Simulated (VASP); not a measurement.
# HfO2 (Fm-3m) in VASP: single point with r2SCAN

Aim: the single point of HfO2 with r2SCAN.

All numbers are computed with VASP 6.6.1; they aren't measurements. Logs are shortened: lines on timing, memory, paths and dates and some standing lists are left out, and cuts for length are marked.

### Step 1. The cell of the first run

It takes space group Fm-3m (No. 225, cubic). The conventional cell has a = 5.112 Å, b = 5.112 Å, c = 5.112 Å, α = 90.00°, β = 90.00°, γ = 90.00°. Within 2.9 Å of Hf (site symmetry m-3m) lie 8 O at 2.21 Å. Within 2.9 Å of O (site symmetry -43m) lie 4 Hf at 2.21 Å and 6 O at 2.56 Å.

### Step 2. Single point, r2SCAN

Contents of POSCAR:

```
HfO2
1.0
    0.0000000000      2.5557790000      2.5557790000
    2.5557790000      0.0000000000      2.5557790000
    2.5557790000      2.5557790000      0.0000000000
Hf O
1 2
Direct
    0.0000000000      0.0000000000      0.0000000000
    0.2500000000      0.2500000000      0.2500000000
    0.7500000000      0.7500000000      0.7500000000
```

Contents of INCAR.step1:

```
SYSTEM = HfO2
ALGO = Normal ; EDIFF = 1E-4
ENCUT = 520 ; GGA = PE
ISMEAR = -1 ; LASPH = .TRUE.
LCHARG = .FALSE. ; LREAL = .FALSE.
LWAVE = .TRUE. ; NBANDS = 18
NELM = 60 ; PREC = Accurate
SIGMA = 0.1
```

Contents of INCAR.step2:

```
SYSTEM = HfO2
ALGO = Normal ; EDIFF = 1E-6
ENCUT = 520 ; ISIF = 2
ISMEAR = -1 ; ISTART = 1
LASPH = .TRUE. ; LCHARG = .FALSE.
LMIXTAU = .TRUE. ; LREAL = .FALSE.
LWAVE = .FALSE. ; METAGGA = R2SCAN
NBANDS = 18 ; NELM = 60
PREC = Accurate ; SIGMA = 0.1
```

Contents of KPOINTS:

```
k-points
0
G
  9 9 9
  0 0 0
```

Potentials or basis: VASP PAW PBE potentials, release 64 (Hf_pv, O).

Started as:

```
$ cat potpaw_PBE.64/Hf_pv/POTCAR potpaw_PBE.64/O/POTCAR > POTCAR
$ cp INCAR.step1 INCAR
$ mpirun -np 1 vasp_std > vasp.out
$ cp INCAR.step2 INCAR
$ mpirun -np 1 vasp_std > vasp.out
```

OUTCAR:

```text
SYSTEM = HfO2
   EDIFF = 1E-6
   ENCUT = 520
   ISIF = 2
   ISMEAR = -1
   ISTART = 1
   LASPH = .TRUE.
   LREAL = .FALSE.
   METAGGA = R2SCAN
   NELM = 60
   PREC = Accurate

 ion  position               nearest neighbor table
   1  0.000  0.000  0.000-   2 2.21   3 2.21   3 2.21   3 2.21   3 2.21   2 2.21   2 2.21   2 2.21

   2  0.250  0.250  0.250-   1 2.21   1 2.21   1 2.21   1 2.21
   3  0.750  0.750  0.750-   1 2.21   1 2.21   1 2.21   1 2.21

  LATTYP: Found a face centered cubic cell.
 ALAT       =     5.1115580000

  Lattice vectors:

 A1 = (   0.0000000000,   2.5557790000,   2.5557790000)
 A2 = (   2.5557790000,   0.0000000000,   2.5557790000)
 A3 = (   2.5557790000,   2.5557790000,   0.0000000000)

Analysis of symmetry for initial positions (statically):
=====================================================================
 Subroutine PRICEL returns:
 Original cell was already a primitive cell.

 Routine SETGRP: Setting up the symmetry group for a
 face centered cubic supercell.

 Subroutine GETGRP returns: Found 48 space group operations
 (whereof 48 operations were pure point group operations)
 out of a pool of 48 trial point group operations.

The static configuration has the point symmetry O_h .

Analysis of symmetry for dynamics (positions and initial velocities):
=====================================================================
 Subroutine PRICEL returns:
 Original cell was already a primitive cell.

 Routine SETGRP: Setting up the symmetry group for a
 face centered cubic supercell.

 Subroutine GETGRP returns: Found 48 space group operations
 (whereof 48 operations were pure point group operations)
 out of a pool of 48 trial point group operations.

The dynamic configuration has the point symmetry O_h .

 Subroutine INISYM returns: Found 48 space group operations
 (whereof 48 operations are pure point group operations),
 and found     1 'primitive' translations

----------------------------------------------------------------------------------------

                                     Primitive cell

  volume of cell :      33.3887

  direct lattice vectors                    reciprocal lattice vectors
     0.000000000  2.555779000  2.555779000    -0.195635069  0.195635069  0.195635069
     2.555779000  0.000000000  2.555779000     0.195635069 -0.195635069  0.195635069
[... 78 lines left out ...]
   PREC   = accura    normal or accurate (medium, high low for compatibility)
   ISTART =      1    job   : 0-new  1-cont  2-samecut
   ICHARG =      0    charge: 1-file 2-atom 10-const
   ISPIN  =      1    spin polarized calculation?
   LNONCOLLINEAR =      F non collinear calculations
   LSORBIT =      F    spin-orbit coupling
   LASPH  =      T    aspherical Exc in radial PAW
   ENCUT  =  520.0 eV  38.22 Ry    6.18 a.u.   6.72  6.72  6.72*2*pi/ulx,y,z
   NELM   =     60;   NELMIN=  2; NELMDL=  0     # of ELM steps
   EDIFF  = 0.1E-05   stopping-criterion for ELM
   LREAL  =      F    real-space projection
   EDIFFG = 0.1E-04   stopping-criterion for IOM
   NSW    =      0    number of steps for IOM
   IBRION =     -1    ionic relax: 0-MD 1-quasi-New 2-CG
   NFREE  =      0    steps in history (QN), initial steepest desc. (CG)
   ISIF   =      2    stress and relaxation
   ISYM   =      2    0-nonsym 1-usesym 2-fastsym
   POTIM  = 0.5000    time-step for ionic-motion
   TEBEG  =    0.0;   TEEND  =   0.0 temperature during run
   PSTRESS=    0.0 pullay stress
   NELECT =      22.0000    total number of electrons
   NUPDOWN=      -1.0000    fix difference up-down
   EMIN   =  10.00;   EMAX   =-10.00  energy-range for DOS
   EFERMI =   0.00;   METHOD = LEGACY
   ISMEAR =    -1;   SIGMA  =   0.10  broadening in eV -4-tet -1-fermi 0-gaus
   EFERMI_NEDOS =   21; number of points for ismear=-14 and -15
   IALGO  =     38    algorithm
   IMIX   =      4    mixing-type and parameters
     AMIX     =   0.40;   BMIX     =  1.00
     AMIX_MAG =   1.60;   BMIX_MAG =  1.00
  volume/ion in A,a.u.               =      11.13        75.11
  Fermi-wavevector in a.u.,A,eV,Ry     =   1.424566  2.692038 27.611485  2.029387
  Thomas-Fermi vector in A             =   2.545043
   LORBIT       =      0    0 simple, 1 ext, 2 COOP (PROOUT), +10 PAW based schemes
   METAGGA = R2SCAN    functional components
   LHFCALC =     F    Hartree Fock is set to
   AEXX    =    0.0000 exact exchange contribution
   IVDW    =     0    specifies the selected vdW correction
   LEPSILON=     F    determine dielectric tensor
   LRPA    =     F    only Hartree local field effects (RPA)
 non-spin polarized calculation
  energy-cutoff  :      520.00
  volume of cell :       33.39
 maximum number of plane-waves:       914
   NGX = 13   NGY = 13   NGZ = 13

 number of electron      21.9999993 magnetization

 Free energy of the ion-electron system (eV)
  ---------------------------------------------------
  ext. energy  EPLUGINS =         0.00000000
  ---------------------------------------------------
  free energy    TOTEN  =       -68.49863661 eV

  energy without entropy =      -68.49863661  energy(sigma->0) =      -68.49863661

 E-fermi :   5.6683     XC(G=0): -12.4362

 val. band max:        3.6523243627   @ k =  -0.4444   0.4444   0.0000
 cond. band min:       7.9837490943   @ k =   0.4444   0.4444   0.0000
 fundamental gap:      4.3314247315
 Fermi energy:         5.6682560704

 k-point     1 :       0.0000    0.0000    0.0000
  band No.  band energies     occupation
      1     -27.0748      2.00000
      2     -27.0748      2.00000
      3     -27.0748      2.00000
      4     -15.8722      2.00000
      5     -12.9902      2.00000
      6      -1.5839      2.00000
[... 481 lines left out ...]
      5     -13.9393      2.00000
      6      -2.5312      2.00000
[... 10 lines left out ...]
     17      16.1692      0.00000
     18      16.2715      0.00000

 [... further k-points ...]
[... 5 lines left out ...]
  --------------------------------------------------------------------------------------
  -------------------------------------------------------------------------------------
  Total       -2.4151695     -2.4151695     -2.4151695      0.0000000      0.0000000      0.0000000
  in kB     -115.8932965   -115.8932965   -115.8932965      0.0000000      0.0000000      0.0000000
  external PRESSURE =    -115.8932965 kB  Pullay stress =       0.0000000 kB

 VOLUME and BASIS-vectors are now :
 -----------------------------------------------------------------------------
  energy-cutoff  :      520.00
  volume of cell :       33.39
      direct lattice vectors                 reciprocal lattice vectors
     0.000000000  2.555779000  2.555779000    -0.195635069  0.195635069  0.195635069
     2.555779000  0.000000000  2.555779000     0.195635069 -0.195635069  0.195635069
     2.555779000  2.555779000  0.000000000     0.195635069  0.195635069 -0.195635069

 POSITION                                       TOTAL-FORCE (eV/Angst)
 -----------------------------------------------------------------------------------
      0.00000      0.00000      0.00000         0.000000     -0.000000      0.000000
      1.27789      1.27789      1.27789         0.000000      0.000000      0.000000
      3.83367      3.83367      3.83367        -0.000000     -0.000000     -0.000000
 -----------------------------------------------------------------------------------
    total drift:                                0.000000      0.000000      0.000000

  FREE ENERGIE OF THE ION-ELECTRON SYSTEM (eV)
  ---------------------------------------------------
  free  energy   TOTEN  =       -68.4986366111 eV

  energy  without entropy=      -68.4986366109  energy(sigma->0) =      -68.49863661
```

OUTCAR.step1:

```text
SYSTEM = HfO2
   EDIFF = 1E-4
   ENCUT = 520
   GGA = PE
   ISMEAR = -1
   LASPH = .TRUE.
   LREAL = .FALSE.
   NELM = 60
[... 726 lines left out ...]
      0.00000      0.00000      0.00000        -0.000000     -0.000000      0.000000
      1.27789      1.27789      1.27789        -0.000000     -0.000000      0.000000
      3.83367      3.83367      3.83367         0.000000      0.000000     -0.000000
 -----------------------------------------------------------------------------------
    total drift:                                0.000000      0.000000      0.000000

  FREE ENERGIE OF THE ION-ELECTRON SYSTEM (eV)
  ---------------------------------------------------
  free  energy   TOTEN  =       -30.2359237993 eV

  energy  without entropy=      -30.2359237982  energy(sigma->0) =      -30.23592380
```

It took 77 s on 1 thread of Intel Xeon 6975P-C, shared host; peak memory 0.17 GiB.

What came out:

| Quantity | Value |
| --- | --- |
| Free energy | -68.4986 eV |
| Pressure | -11.6 GPa |
| Band gap on the k mesh | 4.33 eV, indirect (least direct gap 4.44 eV) |

Caveat: the PAW data sets were made with another functional, which shifts forces and pressure a little; spin-orbit coupling is left out, which moves the levels of the heavy elements. A k mesh can miss the band edges.
